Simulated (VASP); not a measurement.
## MnO2: single point with PBEsol

The system is MnO2.

```
Mn O
1.0
     2.89417    0.00000    0.00000
    -1.44708    2.50642    0.00000
     0.00000    0.00000    4.66193
Mn O
1 2
Direct
  0.00000 0.00000 0.50000
  0.33333 0.66667 0.70629
  0.66667 0.33333 0.29371
```

| Quantity | Value |
| --- | --- |
| Program | VASP 6.6.1 |
| Task | single point |
| Functional | PBEsol |
| Potentials or basis | VASP PAW PBE potentials, release 64 (Mn_pv, O) |
| Cutoff | 520 eV |
| k mesh | 11 × 11 × 6 |
| Occupations | fermi-dirac, width 0.05 eV |
| Spin | collinear spin, ferromagnetic start |
| Starting moments | [4.0, 0.0, 0.0] μB |

- Pressure: -8.3 GPa
- Largest force: 0.609 eV/Å
- Band gap on the k mesh: 0.84 eV (least direct gap 0.91 eV)
- Net moment: 3.00 μB per cell
- Site moments: Mn +2.88; O +0.02 μB
- Valence electrons inside the program's atomic spheres: Mn 11.68; O 4.95

Forces on the atoms (eV/Å):
```
Mn   0.000  0.000  0.000
O    0.000  0.000 -0.609
O    0.000  0.000  0.609
```

Stress tensor (GPa, compression positive):
```
-9.90  0.00  0.00
 0.00 -9.90  0.00
 0.00  0.00 -5.12
```

Levels at points of the mesh, in eV from the valence-band top:
Spin up:
| k point | band 11 | band 12 | band 13 | band 14 | band 15 | band 16 | band 17 | band 18 |
| --- | --- | --- | --- | --- | --- | --- | --- | --- |
| (0.00, 0.00, 0.00) | -1.32 | -1.32 | -1.04 | -0.36 | 2.71 | 2.71 | 6.78 | 10.05 |
| (0.00, 0.00, 0.50) | -2.29 | -1.36 | -1.36 | -0.07 | 2.76 | 2.76 | 8.91 | 8.98 |
Spin down:
```
           k point  band 9  band 10  band 11  band 12  band 13  band 14
(0.00, 0.00, 0.00)   -1.27    -1.27    -0.91     0.85     0.85     2.36
(0.00, 0.00, 0.50)   -2.18    -1.31    -1.31     0.84     0.84     2.48
```

Wall time 2.7 min on 1 thread of Intel Xeon 8259CL (shared host), peak memory 0.24 GiB.

Caveat: the cell stands under tension; the PAW data sets were made with another functional, which shifts forces and pressure a little; an odd mesh through Γ misses points on the zone boundary, where band edges can lie; a cell with one magnetic atom can't hold antiferromagnetic order, which such compounds often take.
